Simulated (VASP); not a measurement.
A run of VASP 6.6.1 is set up as follows.

File INCAR:

```
PREC     = Accurate       # precision mode
ENCUT    = 520            # plane-wave cutoff, eV
EDIFF    = 1E-6           # SCF threshold, eV
ISMEAR   = 0              # smearing method
SIGMA    = 0.1            # smearing width, eV
LREAL    = Auto         
LASPH    = T              # aspherical terms in the spheres
NELM     = 60             # most SCF steps
ALGO     = Normal         # electronic algorithm
ISIF     = 2              # what is computed and relaxed
LWAVE    = F              # write WAVECAR
LCHARG   = F              # write CHGCAR
LDIPOL   = T            
IDIPOL   = 3            
DIPOL    = 0.5 0.5 0.472
GGA      = PE             # functional
IVDW     = 12             # dispersion correction
NBANDS   = 76             # bands
```

File KPOINTS:

```
regular mesh
0
Gamma
  6 6 1
```

POSCAR

```
Ta7HN9
1.0
    5.1879833335      0.0000000000      0.0000000000
   -2.5939916668      4.4929253613      0.0000000000
    0.0000000000      0.0000000000     24.8103236785
Ta N H
7 9 1
Direct
    0.0000000000      0.0000000000      0.3425993192
    0.3333333333      0.6666666667      0.4011467585
    0.6666666667      0.3333333333      0.4011467585
   -0.0000038156      0.0000025302      0.4560500842
    0.3333324308      0.6666654197      0.5218271296
    0.6666721819      0.3333353039      0.5218260494
    0.0000267721     -0.0000336401      0.5910070676
    0.0000000000      0.3934071347      0.3425993192
    0.3934071347      0.0000000000      0.3425993192
    0.6065928653      0.6065928653      0.3425993192
   -0.0000016937      0.3889305617      0.4620404033
    0.3889213662      0.0000144730      0.4620392286
    0.6110701299      0.6110869508      0.4620399483
    0.0000122597      0.3571172071      0.5703237816
    0.3571954125     -0.0000225273      0.5703343923
    0.6428495381      0.6428287698      0.5703287403
    0.0000285796      0.9999643333      0.6627065931
```

Potentials or basis: VASP PAW PBE potentials, release 64 (Ta_pv, N, H).

Launch:

```bash
$ cat potpaw_PBE.64/Ta_pv/POTCAR potpaw_PBE.64/N/POTCAR potpaw_PBE.64/H/POTCAR > POTCAR
$ mpirun -np 1 vasp_std > vasp.out
```

(1) Estimate the largest force.

(2) Predict the dispersion energy per atom.

(3) Predict the band gap on the k mesh.

## Answers

(1) 4.260 eV/Å.

(2) -0.260 eV.

(3) zero (an odd number of electrons rules out a gap without spin polarisation).

Caveat: spin-orbit coupling is left out, which moves the levels of the heavy elements.
